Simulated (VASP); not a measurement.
# B3N4 in VASP: a series of runs

Runs on B3N4. Level: PBE+D3(BJ). Tasks: single point.

All numbers are computed with VASP 6.6.1; they aren't measurements. Logs are shortened: lines on timing, memory, paths and dates and some standing lists are left out, and cuts for length are marked.

## 1. The cell of the first run

The cell holds a slab with vacuum, 14 atoms: a = 5.011 Å, b = 3.601 Å, c = 23.441 Å, α = 90.00°, β = 90.00°, γ = 110.36°.

## 2. Single point, PBE+D3(BJ)

INCAR reads:

```
SYSTEM = B3N4
PREC     = Accurate       ! precision mode
ENCUT    = 520            ! plane-wave cutoff, eV
EDIFF    = 1E-6           ! SCF threshold, eV
ISMEAR   = 0              ! smearing method
SIGMA    = 0.05           ! smearing width, eV
LREAL    = .False.        ! projectors in reciprocal space
LASPH    = .True.         ! aspherical terms in the spheres
NELM     = 100            ! most SCF steps
ALGO     = Normal         ! electronic algorithm
ISIF     = 2              ! what is computed and relaxed
LWAVE    = .False.        ! write WAVECAR
LCHARG   = .False.        ! write CHGCAR
LDIPOL   = .True.       
IDIPOL   = 3            
DIPOL    = 0.5 0.5 0.312
GGA      = PE             ! functional
IVDW     = 12             ! dispersion correction
NBANDS   = 42             ! bands
```

KPOINTS reads:

```
Automatic mesh
0
Gamma
  6 8 1
  0 0 0
```

POSCAR reads:

```
B3N4
1.0
    5.0107822389      0.0000000000      0.0000000000
   -1.2526955597      3.3759068817      0.0000000000
    0.0000000000      0.0000000000     23.4409409452
N B
8 6
Direct
    0.0225224603      0.0900898411      0.1706416141
    0.5225224603      0.0900898411      0.1706416141
    0.3069455752      0.2277823008      0.2610541488
    0.8069455752      0.2277823008      0.2610541488
    0.0866484587      0.3466275527      0.3533460338
    0.5866484587      0.3466275527      0.3533460338
    0.4687108248      0.6248772852      0.5051393190
    0.4687108248      0.6248772852      0.5520657629
    0.2842051402      0.1368205610      0.2007528062
    0.7842051402      0.1368205610      0.2007528062
    0.0673540684      0.2694189847      0.2895469474
    0.5673540684      0.2694189847      0.2895469474
    0.3437108248      0.3748772852      0.3814241487
    0.8437108248      0.3748772852      0.3814241487
```

Potentials or basis: VASP PAW PBE potentials, release 64 (N, B).

The run is started by

```sh
cat potpaw_PBE.64/N/POTCAR potpaw_PBE.64/B/POTCAR > POTCAR
mpirun -np 1 vasp_std > vasp.out
```

OUTCAR:

```text
SYSTEM = B3N4
   PREC = Accurate
   ENCUT = 520
   EDIFF = 1E-6
   ISMEAR = 0
   LREAL = .False.
   LASPH = .True.
   NELM = 100
   ISIF = 2
   GGA = PE
   IVDW = 12
 IVDW          = 12

 ion  position               nearest neighbor table
   1  0.023  0.090  0.171-   9 1.45  10 1.45
   2  0.523  0.090  0.171-  10 1.45   9 1.45
   3  0.307  0.228  0.261-  12 1.43  11 1.43   9 1.45
   4  0.807  0.228  0.261-  11 1.43  12 1.43  10 1.45
   5  0.087  0.347  0.353-  13 1.42  14 1.42  11 1.52
   6  0.587  0.347  0.353-  14 1.42  13 1.42  12 1.52
   7  0.469  0.625  0.505-   8 1.10
   8  0.469  0.625  0.552-   7 1.10
   9  0.284  0.137  0.201-   3 1.45   1 1.45   2 1.45
  10  0.784  0.137  0.201-   4 1.45   2 1.45   1 1.45
  11  0.067  0.269  0.290-   4 1.43   3 1.43   5 1.52
  12  0.567  0.269  0.290-   3 1.43   4 1.43   6 1.52
  13  0.344  0.375  0.381-   5 1.42   6 1.42
  14  0.844  0.375  0.381-   6 1.42   5 1.42

  Warning from LATTYP: Monoclinic adjustment (A1->A3, A2->A1, A3->A2)!
  LATTYP: Found a simple monoclinic cell.
 ALAT       =     3.6008323259
 B/A-ratio  =     6.5098673928
 C/A-ratio  =     1.3915622238
 COS(beta)  =    -0.3478905559

  Lattice vectors:

 A1 = (  -1.2526955597,   3.3759068817,   0.0000000000)
 A2 = (   0.0000000000,   0.0000000000,  23.4409409452)
 A3 = (   5.0107822389,   0.0000000000,   0.0000000000)

Analysis of symmetry for initial positions (statically):
=====================================================================
 Subroutine PRICEL returns:
 Original cell was already a primitive cell.

 Routine SETGRP: Setting up the symmetry group for a
 simple monoclinic supercell.

 Subroutine GETGRP returns: Found  1 space group operations
 (whereof  1 operations were pure point group operations)
 out of a pool of  4 trial point group operations.

The static configuration has the point symmetry C_1 .

Analysis of symmetry for dynamics (positions and initial velocities):
=====================================================================
 Subroutine PRICEL returns:
 Original cell was already a primitive cell.

 Routine SETGRP: Setting up the symmetry group for a
 simple monoclinic supercell.

 Subroutine GETGRP returns: Found  1 space group operations
 (whereof  1 operations were pure point group operations)
 out of a pool of  4 trial point group operations.

The dynamic configuration has the point symmetry C_1 .

 Subroutine INISYM returns: Found  1 space group operations
 (whereof  1 operations are pure point group operations),
 and found     1 'primitive' translations

----------------------------------------------------------------------------------------

                                     Primitive cell

  volume of cell :     396.5254

  direct lattice vectors                    reciprocal lattice vectors
     5.010782239  0.000000000  0.000000000     0.199569638  0.074054175  0.000000000
    -1.252695560  3.375906882  0.000000000     0.000000000  0.296216701  0.000000000
     0.000000000  0.000000000 23.440940945     0.000000000  0.000000000  0.042660404

  length of vectors
     5.010782239  3.600832326 23.440940945     0.212866300  0.296216701  0.042660404

  position of ions in fractional coordinates (direct lattice)
     0.022522460  0.090089841  0.170641614
     0.522522460  0.090089841  0.170641614
     0.306945575  0.227782301  0.261054149
     0.806945575  0.227782301  0.261054149
     0.086648459  0.346627553  0.353346034
     0.586648459  0.346627553  0.353346034
     0.468710825  0.624877285  0.505139319
     0.468710825  0.624877285  0.552065763
     0.284205140  0.136820561  0.200752806
     0.784205140  0.136820561  0.200752806
     0.067354068  0.269418985  0.289546947
     0.567354068  0.269418985  0.289546947
     0.343710825  0.374877285  0.381424149
     0.843710825  0.374877285  0.381424149

  ion indices of the primitive-cell ions
   primitive index   ion index
                 1           1
                 2           2
                 3           3
                 4           4
                 5           5
                 6           6
                 7           7
                 8           8
                 9           9
                10          10
                11          11
                12          12
                13          13
                14          14

----------------------------------------------------------------------------------------

 KPOINTS: Automatic mesh

Automatic generation of k-mesh.
 Grid dimensions read from file:
 generate k-points for:    6    8    1

 Generating k-lattice:

  Cartesian coordinates                     Fractional coordinates (reciprocal lattice)
     0.033261606  0.012342363  0.000000000     0.166666667  0.000000000  0.000000000
     0.000000000  0.037027088  0.000000000     0.000000000  0.125000000  0.000000000
     0.000000000  0.000000000  0.042660404     0.000000000  0.000000000  1.000000000

  Length of vectors
     0.035477717  0.037027088  0.042660404

  Shift w.r.t. Gamma in fractional coordinates (k-lattice)
     0.000000000  0.000000000  0.000000000

 Subroutine IBZKPT returns following result:
 ===========================================

 Found     26 irreducible k-points:

 Following reciprocal coordinates:
            Coordinates               Weight
  0.000000  0.000000  0.000000      1.000000
  0.166667  0.000000  0.000000      2.000000
  0.333333  0.000000  0.000000      2.000000
  0.500000  0.000000  0.000000      1.000000
  0.000000  0.125000  0.000000      2.000000
  0.166667  0.125000  0.000000      2.000000
[... 16 lines left out ...]
  0.000000  0.500000  0.000000      1.000000
  0.166667  0.500000  0.000000      2.000000
 [... further k-points ...]
   k-points           NKPTS =     26   k-points in BZ     NKDIM =     26   number of bands    NBANDS=     42
   number of dos      NEDOS =    301   number of ions     NIONS =     14
   total plane-waves  NPLWV = 201600
   dimension x,y,z NGX =    40 NGY =   28 NGZ =  180
   dimension x,y,z NGXF=    80 NGYF=   56 NGZF=  360
   ions per type =               8   6
   NGX,Y,Z   is equivalent  to a cutoff of  13.27, 12.93, 12.77 a.u.
   NGXF,Y,Z  is equivalent  to a cutoff of  26.54, 25.85, 25.53 a.u.
 SYSTEM =  B3N4
   PREC   = accura    normal or accurate (medium, high low for compatibility)
   ISTART =      0    job   : 0-new  1-cont  2-samecut
   ICHARG =      2    charge: 1-file 2-atom 10-const
   ISPIN  =      1    spin polarized calculation?
   LNONCOLLINEAR =      F non collinear calculations
   LSORBIT =      F    spin-orbit coupling
   LASPH  =      T    aspherical Exc in radial PAW
   ENCUT  =  520.0 eV  38.22 Ry    6.18 a.u.   9.32  6.70 43.58*2*pi/ulx,y,z
   NELM   =    100;   NELMIN=  2; NELMDL= -5     # of ELM steps
   EDIFF  = 0.1E-05   stopping-criterion for ELM
   LREAL  =      F    real-space projection
   EDIFFG = 0.1E-04   stopping-criterion for IOM
   NSW    =      0    number of steps for IOM
   IBRION =     -1    ionic relax: 0-MD 1-quasi-New 2-CG
   NFREE  =      0    steps in history (QN), initial steepest desc. (CG)
   ISIF   =      2    stress and relaxation
   ISYM   =      2    0-nonsym 1-usesym 2-fastsym
   POTIM  = 0.5000    time-step for ionic-motion
   TEBEG  =    0.0;   TEEND  =   0.0 temperature during run
   PSTRESS=    0.0 pullay stress
   NELECT =      58.0000    total number of electrons
   NUPDOWN=      -1.0000    fix difference up-down
   EMIN   =  10.00;   EMAX   =-10.00  energy-range for DOS
   EFERMI =   0.00;   METHOD = LEGACY
   ISMEAR =     0;   SIGMA  =   0.05  broadening in eV -4-tet -1-fermi 0-gaus
   EFERMI_NEDOS =   21; number of points for ismear=-14 and -15
   IALGO  =     38    algorithm
   IMIX   =      4    mixing-type and parameters
     AMIX     =   0.40;   BMIX     =  1.00
     AMIX_MAG =   1.60;   BMIX_MAG =  1.00
  volume/ion in A,a.u.               =      28.32       191.13
  Fermi-wavevector in a.u.,A,eV,Ry     =   0.862569  1.630019 10.123077  0.744025
  Thomas-Fermi vector in A             =   1.980390
   LORBIT       =      0    0 simple, 1 ext, 2 COOP (PROOUT), +10 PAW based schemes
   GGA     = PE    functional components
   LHFCALC =     F    Hartree Fock is set to
   AEXX    =    0.0000 exact exchange contribution
   IVDW    =    12    specifies the selected vdW correction
   LEPSILON=     F    determine dielectric tensor
   LRPA    =     F    only Hartree local field effects (RPA)
 non-spin polarized calculation
 Gauss-broadening in eV      SIGMA  =   0.05
  energy-cutoff  :      520.00
  volume of cell :      396.53
 maximum number of plane-waves:     10722
 NGX is ok and might be reduce to    40
   NGX = 19   NGY = 13   NGZ = 87

 dipolmoment           0.000000      0.000000      0.187354 electrons x Angstroem

 number of electron      57.9999999 magnetization

 dipolmoment           0.000000      0.000000     -0.344267 electrons x Angstroem

 Free energy of the ion-electron system (eV)
  ---------------------------------------------------
  ext. energy  EPLUGINS =         0.00000000
  ---------------------------------------------------
  free energy    TOTEN  =      -109.28136594 eV

  energy without entropy =     -109.26801924  energy(sigma->0) =     -109.27469259

 E-fermi :  -3.2115     XC(G=0):  -4.2437

 val. band max:       -3.2132371644   @ k =  -0.3333   0.2500   0.0000
 cond. band min:      -3.2103245848   @ k =   0.1667   0.1250   0.0000
 fundamental gap:      0.0029125796
 Fermi energy:        -3.2114524194

 k-point     1 :       0.0000    0.0000    0.0000
  band No.  band energies     occupation
      1     -27.1312      2.00000
      2     -22.7925      2.00000
      3     -21.2275      2.00000
      4     -20.5515      2.00000
      5     -19.7342      2.00000
      6     -17.9657      2.00000
[... 33 lines left out ...]
     40       2.0608      0.00000
     41       2.9928      0.00000

 k-point     2 :       0.1667    0.0000    0.0000
  band No.  band energies     occupation
      1     -27.1309      2.00000
      2     -22.6943      2.00000
      3     -21.1409      2.00000
      4     -20.8264      2.00000
      5     -19.8095      2.00000
      6     -17.8916      2.00000
[... 957 lines left out ...]
     40       3.8644      0.00000
     41       4.4271      0.00000

 k-point    24 :       0.1667    0.5000    0.0000
  band No.  band energies     occupation
      1     -27.0971      2.00000
      2     -22.4539      2.00000
      3     -20.9515      2.00000
      4     -20.7957      2.00000
      5     -19.7950      2.00000
      6     -17.7123      2.00000
[... 33 lines left out ...]
     40       4.0412      0.00000
     41       4.6252      0.00000

 [... further k-points ...]

 [bands above 41 left out]

------------------------ aborting loop because EDIFF is reached ----------------------------------------

 vacuum level on the upper side and lower side of the slab       (xc-potential included)        -1.965         1.673

 Edisp (eV)   -1.44868

 E8    (eV) :    -0.4386

  FORCE on cell =-STRESS in cart. coord.  units (eV):
  Direction    XX          YY          ZZ          XY          YZ          ZX
  --------------------------------------------------------------------------------------
  -------------------------------------------------------------------------------------
  Total      -3.48239    -0.73408     6.45501     0.01620     1.02509     0.05067
  in kB     -14.07073    -2.96609    26.08172     0.06544     4.14192     0.20474
  external pressure =        3.01 kB  Pullay stress =        0.00 kB

 VOLUME and BASIS-vectors are now :
 -----------------------------------------------------------------------------
  energy-cutoff  :      520.00
  volume of cell :      396.53
      direct lattice vectors                 reciprocal lattice vectors
     5.010782239  0.000000000  0.000000000     0.199569638  0.074054175  0.000000000
    -1.252695560  3.375906882  0.000000000     0.000000000  0.296216701  0.000000000
     0.000000000  0.000000000 23.440940945     0.000000000  0.000000000  0.042660404

 POSITION                                       TOTAL-FORCE (eV/Angst)
 -----------------------------------------------------------------------------------
      0.00000      0.30413      4.00000         0.006094      0.246410      1.814733
      2.50539      0.30413      4.00000        -0.006271      0.239528      1.772687
      1.25270      0.76897      6.11935         0.000878      0.436141      2.180213
      3.75809      0.76897      6.11935        -0.002504      0.444168      2.217819
     -0.00004      1.17018      8.28276         0.102863      0.031571     -0.075020
      2.50535      1.17018      8.28276        -0.105791      0.041750      0.334634
      1.56583      2.10953     11.84094         0.036407      0.095278     -2.143444
      1.56583      2.10953     12.94094        -0.014953     -0.041171      2.270439
      1.25270      0.46189      4.70583         0.009383     -0.679746     -3.969606
      3.75809      0.46189      4.70583        -0.008988     -0.687879     -4.002049
     -0.00000      0.90953      6.78725         0.047002      0.006032     -0.040745
      2.50539      0.90953      6.78725        -0.046961     -0.031542     -0.102458
      1.25265      1.26555      8.94094        -0.240895     -0.201303     -0.482918
      3.75804      1.26555      8.94094         0.223735      0.100763      0.225715
 -----------------------------------------------------------------------------------
    total drift:                               -0.000076      0.000063     -0.000637

  FREE ENERGIE OF THE ION-ELECTRON SYSTEM (eV)
  ---------------------------------------------------
  free  energy   TOTEN  =      -110.7300493479 eV

  energy  without entropy=     -110.7167026400  energy(sigma->0) =     -110.72337599

 vacuum level on the upper side and lower side of the slab         1.462         5.164
```

Run time: 9.4 min. Hardware: 1 thread of Intel Xeon 6975P-C (Granite Rapids), shared host; peak memory 0.68 GiB.

Results:

| Property | Result |
| --- | --- |
| Free energy | -110.7300 eV |
| Largest force | 4.061 eV/Å |
| Band gap on the k mesh | zero (bands 29 and 30 overlap by 0.40 eV) |
| Dispersion energy per atom | -0.103 eV |

Forces on the atoms (eV/Å):
```
N    0.006  0.246  1.815
N   -0.006  0.240  1.773
N    0.001  0.436  2.180
N   -0.003  0.444  2.218
N    0.103  0.032 -0.075
N   -0.106  0.042  0.335
N    0.036  0.095 -2.143
N   -0.015 -0.041  2.270
B    0.009 -0.680 -3.970
B   -0.009 -0.688 -4.002
B    0.047  0.006 -0.041
B   -0.047 -0.032 -0.102
B   -0.241 -0.201 -0.483
B    0.224  0.101  0.226
```

Caveat: the standard files for N, O and F lose accuracy on very short bonds.

## 3. Single point, PBE+D3(BJ)

INCAR reads:

```
SYSTEM = B3N4
PREC = Accurate
ENCUT = 520
EDIFF = 1E-7
ISMEAR = 0
SIGMA = 0.05
LREAL = .False.
LASPH = .True.
NELM = 100
ALGO = Normal
ISIF = 2
LWAVE = .False.
LCHARG = .True.
LDIPOL = .True.
IDIPOL = 3
DIPOL = 0.5 0.5 0.312
GGA = PE
IVDW = 12
LELF = .True.
LVHAR = .True.
LVACPOTAV = .True.
NBANDS = 42
```

KPOINTS is that of step 2.

POSCAR: that of step 2 with these lines changed.

```diff
@@ -14,4 +14,4 @@
     0.5866484587      0.3466275527      0.3533460338
-    0.4687108248      0.6248772852      0.5051393190
-    0.4687108248      0.6248772852      0.5520657629
+    0.4687108248      1.1248772852      0.5051393190
+    0.4687108248      1.1248772852      0.5520657629
     0.2842051402      0.1368205610      0.2007528062
```

Potentials or basis: VASP PAW PBE potentials, release 64 (N, B).

The run is started by

```sh
cat potpaw_PBE.64/N/POTCAR potpaw_PBE.64/B/POTCAR > POTCAR
mpirun -np 1 vasp_std > vasp.out
```

Run time: 9.7 min. Hardware: 1 thread of Intel Xeon 6975P-C (Granite Rapids), shared host; peak memory 0.69 GiB.

The run converged. Its results:

```yaml
Free_energy: -110.7532 eV
Largest_force: 4.083 eV/Å
Band_gap_on_the_k_mesh: zero (bands 29 and 30 overlap by 0.36 eV)
Dispersion_energy_per_atom: -0.103 eV
```

Forces on the atoms (eV/Å):
```
N    0.019  0.250  1.806
N   -0.019  0.250  1.789
N   -0.003  0.434  2.187
N    0.002  0.440  2.210
N    0.064 -0.004 -0.199
N   -0.065  0.020  0.512
N    0.026 -0.052 -2.224
N   -0.013  0.023  2.289
B    0.000 -0.683 -3.955
B    0.000 -0.694 -4.024
B    0.033  0.009 -0.034
B   -0.033 -0.043 -0.090
B   -0.389 -0.010 -0.310
B    0.377  0.061  0.043
```

Levels at points of the mesh, in eV from the Fermi level:
| k point | band 27 | band 28 | band 29 | band 30 | band 31 | band 32 |
| --- | --- | --- | --- | --- | --- | --- |
| (0.00, 0.00, 0.00) | -0.74 | -0.54 | 0.04 | 0.17 | 0.37 | 1.42 |
| (0.50, 0.00, 0.00) | -0.74 | -0.41 | -0.22 | -0.21 | -0.14 | 2.54 |
| (0.00, 0.50, 0.00) | -0.54 | -0.26 | 0.14 | 0.36 | 0.50 | 1.44 |
| (0.50, 0.50, 0.00) | -1.56 | -0.16 | -0.16 | 0.11 | 0.30 | 2.35 |

Caveat: the standard files for N, O and F lose accuracy on very short bonds.

## 4. Single point, PBE+D3(BJ)

INCAR reads:

```
SYSTEM = B3N4
  PREC = Accurate
  ENCUT = 520
  EDIFF = 1E-6
  ISMEAR = 0
  SIGMA = 0.05
  LREAL = .False.
  LASPH = .True.
  NELM = 100
  ALGO = Normal
  ISIF = 2
  LWAVE = .False.
  LCHARG = .False.
  LDIPOL = .True.
  IDIPOL = 3
  DIPOL = 0.5 0.5 0.312
  GGA = PE
  IVDW = 12
  NBANDS = 42
```

KPOINTS reads:

```
regular mesh
0
Gamma
  6 8 1
  0 0 0
```

POSCAR: that of step 3 with these lines changed.

```diff
@@ -14,4 +14,4 @@
     0.5866484587      0.3466275527      0.3533460338
-    0.4687108248      1.1248772852      0.5051393190
-    0.4687108248      1.1248772852      0.5520657629
+    0.7187108248      0.6248772852      0.5051393190
+    0.7187108248      0.6248772852      0.5520657629
     0.2842051402      0.1368205610      0.2007528062
```

The run is started by

```sh
cat potpaw_PBE.64/N/POTCAR potpaw_PBE.64/B/POTCAR > POTCAR
mpirun -np 1 vasp_std > vasp.out
```

It took 9.7 min on 1 thread of Intel Xeon 6975P-C (Granite Rapids), shared host; peak memory 0.66 GiB.

Results (log left out):

```
Free energy                : -110.7465 eV
Largest force              : 4.071 eV/Å
Band gap on the k mesh     : zero (bands 29 and 30 overlap by 0.35 eV)
Dispersion energy per atom : -0.103 eV
```

Forces on the atoms (eV/Å):
```
N   -0.014  0.241  1.796
N    0.014  0.242  1.782
N   -0.002  0.441  2.215
N    0.003  0.444  2.192
N   -0.069 -0.055 -0.227
N    0.071  0.129  0.597
N   -0.038  0.051 -2.228
N    0.017 -0.023  2.295
B   -0.002 -0.691 -4.012
B    0.002 -0.673 -3.955
B   -0.032 -0.017 -0.030
B    0.031 -0.017 -0.109
B   -0.443 -0.049  0.037
B    0.462 -0.021 -0.352
```

Levels at points of the mesh, in eV from the Fermi level:
```
           k point  band 27  band 28  band 29  band 30  band 31  band 32
(0.00, 0.00, 0.00)    -0.74    -0.53     0.04     0.16     0.37     1.43
(0.50, 0.00, 0.00)    -0.74    -0.42    -0.21    -0.20    -0.14     2.53
(0.00, 0.50, 0.00)    -0.53    -0.25     0.13     0.37     0.55     1.43
(0.50, 0.50, 0.00)    -1.56    -0.16    -0.15     0.11     0.32     2.25
```

Caveat: the standard files for N, O and F lose accuracy on very short bonds.

## 5. The runs side by side

```csv
cell,gap on the mesh (eV),largest force (eV/Å)
"as given, atomic positions A",none,4.06
"as given, atomic positions B",none,4.08
"as given, atomic positions C",none,4.07
```

Alike in all rows: task single point; level PBE+D3(BJ); potentials or basis VASP PAW PBE potentials, release 64 (N, B); no spin polarisation; k mesh 6 × 8 × 1; cutoff (eV) 520; smearing gaussian 0.05 eV.

Caveats: the standard files for N, O and F lose accuracy on very short bonds.

Total energies depend on the potentials used, so only differences within one code and one set of settings carry meaning.
